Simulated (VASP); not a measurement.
# Zn33S32 (a cell with a defect) in VASP: single point with PBEsol

Aim: the single point of Zn33S32 (a cell with a defect) with PBEsol.

All numbers are computed with VASP 6.6.1; they aren't measurements. Logs are shortened: lines on timing, memory, paths and dates and some standing lists are left out, and cuts for length are marked.

## Step 1: The cell of the first run

The cell holds a defect, 65 atoms: a = 10.713 Å, b = 10.713 Å, c = 10.713 Å, α = 90.00°, β = 90.00°, γ = 90.00°.

## Step 2: Single point, PBEsol

INCAR

```
SYSTEM = Zn33S32
PREC = Accurate ; ENCUT = 400
EDIFF = 1E-6 ; ISMEAR = -1
SIGMA = 0.05 ; LREAL = Auto
LASPH = .True. ; NELM = 120
ALGO = Normal ; ISIF = 2
LWAVE = .False. ; LCHARG = .False.
GGA = PS ; NBANDS = 332
NELECT = 586.0 ; ISYM = -1
GGA_COMPAT = .False.
```

KPOINTS

```
explicit points
1
Reciprocal
  0.25000000   0.25000000   0.25000000 1
```

POSCAR

```
Zn33S32
1.0
   10.7125360000      0.0000000000      0.0000000000
    0.0000000000     10.7125360000      0.0000000000
    0.0000000000      0.0000000000     10.7125360000
Zn S
33 32
Direct
    0.9999190000      0.0003160000      0.0010150000
    0.9998320000      0.0003590000      0.4989950000
    0.0002500000      0.5005040000      0.0007070000
    0.9999580000      0.5002440000      0.4995220000
    0.5000380000      0.0005080000      0.0006850000
    0.4997920000      0.0003220000      0.4994110000
    0.5001370000      0.5003220000      0.0149640000
    0.4998880000      0.5003080000      0.4851200000
    0.2487040000      0.2492490000      0.0012250000
    0.2412540000      0.2416470000      0.4912380000
    0.2418310000      0.7588880000      0.0085660000
    0.2488220000      0.7516670000      0.4989530000
    0.7590620000      0.2416460000      0.0091700000
    0.7509990000      0.2491900000      0.4988410000
    0.7513140000      0.7517580000      0.0016280000
    0.7589960000      0.7593950000      0.4912900000
    0.2490270000      0.0002270000      0.2498530000
    0.2489660000      0.0003550000      0.7500560000
    0.2490310000      0.5003270000      0.2500160000
    0.2352770000      0.5003510000      0.7500160000
    0.7506930000      0.0004070000      0.2501100000
    0.7509320000      0.0004950000      0.7501330000
    0.7508490000      0.5004680000      0.2503920000
    0.7649560000      0.5006040000      0.7501490000
    0.9998840000      0.2494490000      0.2500060000
    0.9999090000      0.2496290000      0.7498830000
    0.0001590000      0.7511530000      0.2501560000
    0.0002750000      0.7510920000      0.7503040000
    0.4998540000      0.2495870000      0.2499740000
    0.5001250000      0.2353690000      0.7501670000
    0.5001050000      0.7510310000      0.2503030000
    0.5004530000      0.7652450000      0.7499360000
    0.4995910000      0.4998040000      0.7494380000
    0.1244090000      0.1248780000      0.1251730000
    0.1240650000      0.1245420000      0.6255760000
    0.1242840000      0.6244350000      0.1253270000
    0.1229010000      0.6270290000      0.6228670000
    0.6239190000      0.1247160000      0.1253560000
    0.6266930000      0.1231780000      0.6228700000
    0.6269510000      0.6272150000      0.1269610000
    0.6252300000      0.6255420000      0.6243420000
    0.3727240000      0.3732150000      0.1267300000
    0.3739090000      0.3740910000      0.6238720000
    0.3759610000      0.8757320000      0.1254760000
    0.3727540000      0.8769690000      0.6230760000
    0.8754530000      0.3763870000      0.1254750000
    0.8764130000      0.3731980000      0.6229120000
    0.8752430000      0.8756210000      0.1254780000
    0.8755350000      0.8757160000      0.6259900000
    0.3755620000      0.1244600000      0.3741820000
    0.3726430000      0.1232540000      0.8767000000
    0.3726390000      0.6270230000      0.3729850000
    0.3744830000      0.6255800000      0.8752680000
    0.8749620000      0.1249110000      0.3745380000
    0.8753850000      0.1247200000      0.8740700000
    0.8754400000      0.6243260000      0.3744640000
    0.8767650000      0.6273830000      0.8770780000
    0.1240340000      0.3759730000      0.3742800000
    0.1228390000      0.3731260000      0.8766010000
    0.1244780000      0.8754590000      0.3745730000
    0.1242550000      0.8756880000      0.8741920000
    0.6266040000      0.3731420000      0.3729200000
    0.6251790000      0.3747640000      0.8752020000
    0.6238830000      0.8757070000      0.3744360000
    0.6270450000      0.8772220000      0.8770270000
```

Potentials or basis: VASP PAW PBE potentials, release 64 (Zn, S).

On the command line:

```bash
$ cat potpaw_PBE.64/Zn/POTCAR potpaw_PBE.64/S/POTCAR > POTCAR
$ mpirun -np 1 vasp_std > vasp.out
```

OUTCAR:

```text
SYSTEM = Zn33S32
   PREC = Accurate
   ENCUT = 400
   EDIFF = 1E-6
   ISMEAR = -1
   LREAL = Auto
   LASPH = .True.
   NELM = 120
   ISIF = 2
   GGA = PS
   NELECT = 586.0
   ISYM = -1

 ion  position               nearest neighbor table
   1  1.000  0.000  0.001-  34 2.31  48 2.31  61 2.32  55 2.32
   2  1.000  0.000  0.499-  54 2.31  60 2.31  35 2.32  49 2.33
   3  0.000  0.501  0.001-  36 2.30  46 2.31  57 2.31  59 2.31
   4  1.000  0.500  0.500-  37 2.31  58 2.31  56 2.31  47 2.31
   5  0.500  0.001  0.001-  38 2.31  44 2.31  65 2.31  51 2.31
   6  0.500  0.000  0.499-  39 2.31  50 2.31  64 2.31  45 2.31
   7  0.500  0.500  0.015-  40 2.27  42 2.27  63 2.42  53 2.42  33 2.84
   8  0.500  0.500  0.485-  62 2.27  52 2.27  41 2.41  43 2.42  33 2.83
   9  0.249  0.249  0.001-  34 2.30  42 2.31  59 2.32  51 2.32
  10  0.241  0.242  0.491-  58 2.28  50 2.28  35 2.28  43 2.46
  11  0.242  0.759  0.009-  44 2.28  61 2.29  36 2.29  53 2.47
  12  0.249  0.752  0.499-  60 2.30  45 2.31  52 2.32  37 2.32
  13  0.759  0.242  0.009-  46 2.28  38 2.28  55 2.28  63 2.48
  14  0.751  0.249  0.499-  54 2.30  47 2.31  62 2.31  39 2.32
  15  0.751  0.752  0.002-  48 2.30  40 2.31  65 2.32  57 2.32
  16  0.759  0.759  0.491-  49 2.28  64 2.28  56 2.28  41 2.48
  17  0.249  0.000  0.250-  34 2.31  60 2.31  50 2.32  44 2.32
  18  0.249  0.000  0.750-  51 2.31  61 2.31  35 2.31  45 2.31
  19  0.249  0.500  0.250-  52 2.31  36 2.31  58 2.31  42 2.31
  20  0.235  0.500  0.750-  37 2.27  59 2.27  53 2.41  43 2.42  33 2.83
  21  0.751  0.000  0.250-  54 2.31  48 2.31  64 2.32  38 2.32
  22  0.751  0.000  0.750-  55 2.30  49 2.31  65 2.31  39 2.31
  23  0.751  0.500  0.250-  56 2.30  46 2.31  40 2.31  62 2.31
  24  0.765  0.501  0.750-  57 2.26  47 2.27  41 2.42  63 2.42  33 2.84
  25  1.000  0.249  0.250-  34 2.31  54 2.31  58 2.32  46 2.32
  26  1.000  0.250  0.750-  59 2.31  35 2.31  55 2.31  47 2.31
  27  0.000  0.751  0.250-  60 2.31  48 2.31  36 2.32  56 2.32
  28  0.000  0.751  0.750-  61 2.30  49 2.31  57 2.31  37 2.31
  29  0.500  0.250  0.250-  62 2.31  38 2.31  50 2.31  42 2.31
  30  0.500  0.235  0.750-  39 2.27  51 2.27  63 2.41  43 2.42  33 2.83
  31  0.500  0.751  0.250-  64 2.30  44 2.31  40 2.31  52 2.31
  32  0.500  0.765  0.750-  65 2.27  45 2.27  41 2.42  53 2.42  33 2.84
  33  0.500  0.500  0.749-  63 2.33  41 2.33  53 2.33  43 2.33  20 2.83   8 2.83  30 2.83  24 2.84
                            32 2.84   7 2.84
  34  0.124  0.125  0.125-   9 2.30   1 2.31  25 2.31  17 2.31
  35  0.124  0.125  0.626-  10 2.28  26 2.31  18 2.31   2 2.32
  36  0.124  0.624  0.125-  11 2.29   3 2.30  19 2.31  27 2.32
  37  0.123  0.627  0.623-  20 2.27   4 2.31  28 2.31  12 2.32
  38  0.624  0.125  0.125-  13 2.28   5 2.31  29 2.31  21 2.32
  39  0.627  0.123  0.623-  30 2.27   6 2.31  22 2.31  14 2.32
  40  0.627  0.627  0.127-   7 2.27  31 2.31  23 2.31  15 2.31
  41  0.625  0.626  0.624-  33 2.33   8 2.41  32 2.42  24 2.42  16 2.48
  42  0.373  0.373  0.127-   7 2.27   9 2.31  29 2.31  19 2.31
  43  0.374  0.374  0.624-  33 2.33   8 2.42  20 2.42  30 2.42  10 2.46
  44  0.376  0.876  0.125-  11 2.28   5 2.31  31 2.31  17 2.32
  45  0.373  0.877  0.623-  32 2.27  12 2.31   6 2.31  18 2.31
  46  0.875  0.376  0.125-  13 2.28  23 2.31   3 2.31  25 2.32
  47  0.876  0.373  0.623-  24 2.27  14 2.31   4 2.31  26 2.31
  48  0.875  0.876  0.125-  15 2.30   1 2.31  21 2.31  27 2.31
  49  0.876  0.876  0.626-  16 2.28  22 2.31  28 2.31   2 2.33
  50  0.376  0.124  0.374-  10 2.28   6 2.31  29 2.31  17 2.32
  51  0.373  0.123  0.877-  30 2.27  18 2.31   5 2.31   9 2.32
  52  0.373  0.627  0.373-   8 2.27  19 2.31  31 2.31  12 2.32
  53  0.374  0.626  0.875-  33 2.33  20 2.41   7 2.42  32 2.42  11 2.47
  54  0.875  0.125  0.375-  14 2.30  21 2.31   2 2.31  25 2.31
  55  0.875  0.125  0.874-  13 2.28  22 2.30  26 2.31   1 2.32
  56  0.875  0.624  0.374-  16 2.28  23 2.30   4 2.31  27 2.32
  57  0.877  0.627  0.877-  24 2.26  28 2.31   3 2.31  15 2.32
  58  0.124  0.376  0.374-  10 2.28   4 2.31  19 2.31  25 2.32
  59  0.123  0.373  0.877-  20 2.27  26 2.31   3 2.31   9 2.32
  60  0.124  0.875  0.375-  12 2.30  27 2.31   2 2.31  17 2.31
  61  0.124  0.876  0.874-  11 2.29  28 2.30  18 2.31   1 2.32
  62  0.627  0.373  0.373-   8 2.27  29 2.31  23 2.31  14 2.31
  63  0.625  0.375  0.875-  33 2.33  30 2.41   7 2.42  24 2.42  13 2.48
  64  0.624  0.876  0.374-  16 2.28  31 2.30   6 2.31  21 2.32
  65  0.627  0.877  0.877-  32 2.27   5 2.31  22 2.31  15 2.32

IMPORTANT INFORMATION: All symmetrisations will be switched off!
NOSYMM: (Re-)initialisation of all symmetry stuff for point group C_1.

----------------------------------------------------------------------------------------

                                     Primitive cell

  volume of cell :    1229.3538

  direct lattice vectors                    reciprocal lattice vectors
    10.712536000  0.000000000  0.000000000     0.093348578  0.000000000  0.000000000
     0.000000000 10.712536000  0.000000000     0.000000000  0.093348578  0.000000000
     0.000000000  0.000000000 10.712536000     0.000000000  0.000000000  0.093348578

  length of vectors
    10.712536000 10.712536000 10.712536000     0.093348578  0.093348578  0.093348578

  position of ions in fractional coordinates (direct lattice)
     0.999919000  0.000316000  0.001015000
     0.999832000  0.000359000  0.498995000
     0.000250000  0.500504000  0.000707000
     0.999958000  0.500244000  0.499522000
     0.500038000  0.000508000  0.000685000
     0.499792000  0.000322000  0.499411000
[... 57 lines left out ...]
     0.623883000  0.875707000  0.374436000
     0.627045000  0.877222000  0.877027000

  ion indices of the primitive-cell ions
   primitive index   ion index
                 1           1
                 2           2
                 3           3
                 4           4
                 5           5
                 6           6
[... 57 lines left out ...]
                64          64
                65          65

----------------------------------------------------------------------------------------

 KPOINTS: explicit points

Read explicit list of k-points.

 Found      1 k-points:

 Following reciprocal coordinates:
            Coordinates               Weight
  0.250000  0.250000  0.250000      1.000000
   k-points           NKPTS =      1   k-points in BZ     NKDIM =      1   number of bands    NBANDS=    332
   number of dos      NEDOS =    301   number of ions     NIONS =     65
   total plane-waves  NPLWV = 343000
   dimension x,y,z NGX =    70 NGY =   70 NGZ =   70
   dimension x,y,z NGXF=   140 NGYF=  140 NGZF=  140
   ions per type =              33  32
   NGX,Y,Z   is equivalent  to a cutoff of  10.86, 10.86, 10.86 a.u.
   NGXF,Y,Z  is equivalent  to a cutoff of  21.73, 21.73, 21.73 a.u.
 SYSTEM =  Zn33S32
   PREC   = accura    normal or accurate (medium, high low for compatibility)
   ISTART =      0    job   : 0-new  1-cont  2-samecut
   ICHARG =      2    charge: 1-file 2-atom 10-const
   ISPIN  =      1    spin polarized calculation?
   LNONCOLLINEAR =      F non collinear calculations
   LSORBIT =      F    spin-orbit coupling
   LASPH  =      T    aspherical Exc in radial PAW
   ENCUT  =  400.0 eV  29.40 Ry    5.42 a.u.  17.47 17.47 17.47*2*pi/ulx,y,z
   NELM   =    120;   NELMIN=  2; NELMDL= -5     # of ELM steps
   EDIFF  = 0.1E-05   stopping-criterion for ELM
   LREAL  =      T    real-space projection
   EDIFFG = 0.1E-04   stopping-criterion for IOM
   NSW    =      0    number of steps for IOM
   IBRION =     -1    ionic relax: 0-MD 1-quasi-New 2-CG
   NFREE  =      0    steps in history (QN), initial steepest desc. (CG)
   ISIF   =      2    stress and relaxation
   ISYM   =     -1    0-nonsym 1-usesym 2-fastsym
   POTIM  = 0.5000    time-step for ionic-motion
   TEBEG  =    0.0;   TEEND  =   0.0 temperature during run
   PSTRESS=    0.0 pullay stress
   NELECT =     586.0000    total number of electrons
   NUPDOWN=      -1.0000    fix difference up-down
   EMIN   =  10.00;   EMAX   =-10.00  energy-range for DOS
   EFERMI =   0.00;   METHOD = LEGACY
   ISMEAR =    -1;   SIGMA  =   0.05  broadening in eV -4-tet -1-fermi 0-gaus
   EFERMI_NEDOS =   21; number of points for ismear=-14 and -15
   IALGO  =     38    algorithm
   IMIX   =      4    mixing-type and parameters
     AMIX     =   0.40;   BMIX     =  1.00
     AMIX_MAG =   1.60;   BMIX_MAG =  1.00
  volume/ion in A,a.u.               =      18.91       127.63
  Fermi-wavevector in a.u.,A,eV,Ry     =   1.278837  2.416651 22.251283  1.635423
  Thomas-Fermi vector in A             =   2.411357
   LORBIT       =      0    0 simple, 1 ext, 2 COOP (PROOUT), +10 PAW based schemes
   GGA     = PS    functional components
   LHFCALC =     F    Hartree Fock is set to
   AEXX    =    0.0000 exact exchange contribution
   IVDW    =     0    specifies the selected vdW correction
   LEPSILON=     F    determine dielectric tensor
   LRPA    =     F    only Hartree local field effects (RPA)
 non-spin polarized calculation
  energy-cutoff  :      400.00
  volume of cell :     1229.35
 maximum number of plane-waves:     22331
 NGX is ok and might be reduce to    70
   NGX = 35   NGY = 35   NGZ = 35

 number of electron     586.0000175 magnetization

 Free energy of the ion-electron system (eV)
  ---------------------------------------------------
  ext. energy  EPLUGINS =         0.00000000
  ---------------------------------------------------
  free energy    TOTEN  =      -249.76503981 eV

  energy without entropy =     -249.76503981  energy(sigma->0) =     -249.76503981

 E-fermi :   3.4194     XC(G=0): -10.0199

 val. band max:        2.1775769433   @ k =   0.2500   0.2500   0.2500
 cond. band min:       4.8278633616   @ k =   0.2500   0.2500   0.2500
 fundamental gap:      2.6502864183
 Fermi energy:         3.4194398108

 k-point     1 :       0.2500    0.2500    0.2500
  band No.  band energies     occupation
      1     -11.1110      2.00000
      2     -10.7681      2.00000
      3     -10.6455      2.00000
      4     -10.6446      2.00000
      5     -10.4541      2.00000
      6     -10.4075      2.00000
[... 297 lines left out ...]
    304       6.3436      0.00000
    305       6.3454      0.00000
 [bands above 305 left out]

------------------------ aborting loop because EDIFF is reached ----------------------------------------

  FORCE on cell =-STRESS in cart. coord.  units (eV):
  Direction    XX          YY          ZZ          XY          YZ          ZX
  --------------------------------------------------------------------------------------
  -------------------------------------------------------------------------------------
  Total       -9.6749907     -9.6859874     -9.7014929     -2.1299792     -2.0830213     -2.1161563
  in kB      -12.6091048    -12.6234365    -12.6436443     -2.7759335     -2.7147348     -2.7579185
  external PRESSURE =     -12.6253952 kB  Pullay stress =       0.0000000 kB

 VOLUME and BASIS-vectors are now :
 -----------------------------------------------------------------------------
  energy-cutoff  :      400.00
  volume of cell :     1229.35
      direct lattice vectors                 reciprocal lattice vectors
    10.712536000  0.000000000  0.000000000     0.093348578  0.000000000  0.000000000
     0.000000000 10.712536000  0.000000000     0.000000000  0.093348578  0.000000000
     0.000000000  0.000000000 10.712536000     0.000000000  0.000000000  0.093348578

 POSITION                                       TOTAL-FORCE (eV/Angst)
 -----------------------------------------------------------------------------------
     10.71167      0.00339      0.01087         0.004118      0.003719     -0.007252
     10.71074      0.00385      5.34550         0.004401     -0.000778      0.011188
      0.00268      5.36167      0.00757        -0.002159     -0.002594     -0.001307
     10.71209      5.35888      5.35115        -0.002302      0.000373     -0.002791
      5.35668      0.00544      0.00734        -0.000580      0.001116      0.000626
      5.35404      0.00345      5.34996         0.001982     -0.002077      0.001237
[... 57 lines left out ...]
      6.68337      9.38104      4.01116        -0.004898      0.004120     -0.000729
      6.71724      9.39727      9.39518         0.001772     -0.009210      0.000390
 -----------------------------------------------------------------------------------
    total drift:                               -0.000242     -0.013542     -0.009014

  FREE ENERGIE OF THE ION-ELECTRON SYSTEM (eV)
  ---------------------------------------------------
  free  energy   TOTEN  =      -249.7650398060 eV

  energy  without entropy=     -249.7650398059  energy(sigma->0) =     -249.76503981
```

It took 11 min on 1 thread of Intel Xeon Platinum 8259CL at 2.50GHz (Skylake/Cascade Lake), shared host; peak memory 0.78 GiB.

Results:

```yaml
Free_energy: -249.7650 eV
Largest_force: 0.023 eV/Å
```

Forces on the atoms (eV/Å):
```
Zn   0.004  0.004 -0.007
Zn   0.004 -0.001  0.011
Zn  -0.002 -0.003 -0.001
Zn  -0.002  0.000 -0.003
Zn  -0.001  0.001  0.001
Zn   0.002 -0.002  0.001
Zn   0.000  0.002  0.000
Zn   0.006  0.007  0.004
Zn   0.002 -0.003  0.003
Zn   0.012  0.011  0.014
Zn  -0.010  0.010  0.011
Zn  -0.001 -0.002 -0.001
Zn  -0.006  0.005 -0.008
Zn   0.004 -0.001  0.002
Zn   0.003  0.002 -0.002
Zn  -0.002 -0.004  0.005
Zn   0.005  0.003  0.007
Zn   0.005 -0.002 -0.001
Zn   0.003  0.000  0.001
Zn  -0.002  0.005  0.007
Zn  -0.003  0.001  0.001
Zn  -0.005  0.002  0.002
Zn  -0.005  0.001 -0.004
Zn  -0.004 -0.001  0.004
Zn   0.002  0.006  0.003
Zn  -0.002  0.000  0.002
Zn  -0.005 -0.001 -0.002
Zn  -0.002 -0.002 -0.005
Zn   0.001  0.001  0.002
Zn   0.001  0.004  0.005
Zn  -0.003 -0.002 -0.002
Zn  -0.007  0.002  0.008
Zn  -0.001  0.000  0.001
S   -0.002 -0.004 -0.002
S   -0.005 -0.005  0.002
S    0.007 -0.007 -0.003
S    0.007  0.003  0.001
S   -0.007 -0.005  0.002
S    0.002  0.000 -0.005
S    0.000  0.002 -0.006
S    0.006  0.007 -0.009
S   -0.002 -0.001 -0.010
S   -0.016 -0.012 -0.011
S    0.006 -0.004 -0.005
S    0.001 -0.003 -0.003
S    0.002  0.006  0.002
S   -0.001 -0.005 -0.003
S    0.000  0.001  0.005
S   -0.001  0.002  0.006
S    0.002 -0.006 -0.007
S   -0.002  0.004  0.004
S   -0.003  0.003  0.002
S    0.002 -0.001 -0.004
S   -0.001 -0.004 -0.006
S    0.002 -0.003 -0.005
S    0.002 -0.004 -0.002
S   -0.006  0.003  0.003
S   -0.003  0.003 -0.008
S    0.007  0.001  0.003
S   -0.001  0.004 -0.005
S    0.006  0.000 -0.003
S    0.001 -0.004  0.000
S    0.010 -0.009  0.011
S   -0.005  0.004 -0.001
S    0.002 -0.009  0.000
```

Levels at points of the mesh, in eV from the Fermi level:
| k point | band 291 | band 292 | band 293 | band 294 | band 295 | band 296 |
| --- | --- | --- | --- | --- | --- | --- |
| (0.25, 0.25, 0.25) | -1.60 | -1.24 | -1.24 | 1.41 | 1.89 | 2.30 |

Caveat: the cell carries a net charge on a neutralising background, which shifts energy and pressure; the cell is charged against a uniform background, so pressure and absolute levels hang on convention; the PAW data sets were made with another functional, which shifts forces and pressure a little.
